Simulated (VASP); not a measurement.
Write the native input for VASP 6.6.1 that does the following.

```
Task                   : relaxation of cell and atoms
Functional             : PBEsol
Potentials or basis    : VASP PAW PBE potentials, release 64 (Cr_pv)
Cutoff                 : 600 eV
k mesh                 : 21 × 21 × 7
Occupations            : gaussian, width 0.1 eV
Spin                   : no spin polarisation
Dipole correction      : no
Further INCAR settings : ALGO = Fast; EDIFF = 1e-06; IBRION = 2; EDIFFG = -0.01; NSW = 65; ISIF = 3
```

The structure of Cr lies in POSCAR:

```
Cr
1.0
    2.4566663936      0.0000000000      0.0000000000
   -1.2283331968      2.1275355055      0.0000000000
    0.0000000000      0.0000000000      6.5927197425
Cr
3
Direct
    0.0000000000      0.0000000000      0.0000000000
    0.3333333333      0.6666666667      0.3333333333
    0.6666666667      0.3333333333      0.6666666667
```

The input as run:

INCAR

```
PREC = Accurate ; ENCUT = 600
EDIFF = 1E-6 ; ISMEAR = 0
SIGMA = 0.1 ; LREAL = False
LASPH = True ; NELM = 60
ALGO = Fast ; ISIF = 3
LWAVE = False ; LCHARG = False
GGA = PS ; IBRION = 2
NSW = 65 ; EDIFFG = -0.01
```

KPOINTS

```
regular mesh
0
Gamma
  21 21 7
```

Potentials or basis: VASP PAW PBE potentials, release 64 (Cr_pv).

Command:

```bash
$ cat potpaw_PBE.64/Cr_pv/POTCAR > POTCAR
$ mpirun -np 1 vasp_std > vasp.out
```

Results of the run:

The relaxed volume is 11.45 Å³/atom. The relaxed cell is a = 2.476 Å, b = 2.476 Å, c = 6.469 Å, α = 90.00°, β = 90.00°, γ = 120.00°, the space group after relaxing (to 0.1 Å) is R-3m (No. 166) and the energy gained by relaxing is 3.7 meV/atom. The ionic steps are 7. The pressure after relaxing is 0.1 GPa. The band gap on the k mesh is zero (bands 18 and 19 overlap by 1.13 eV).

Caveat: the PAW data sets were made with another functional, which shifts forces and pressure a little; the run has no spin polarisation, though such a crystal can be magnetic.

Run time: 12 min on 1 thread of Intel(R) Xeon(R) 6975P-C (Granite Rapids), with other jobs on the host, peak memory 0.34 GiB.
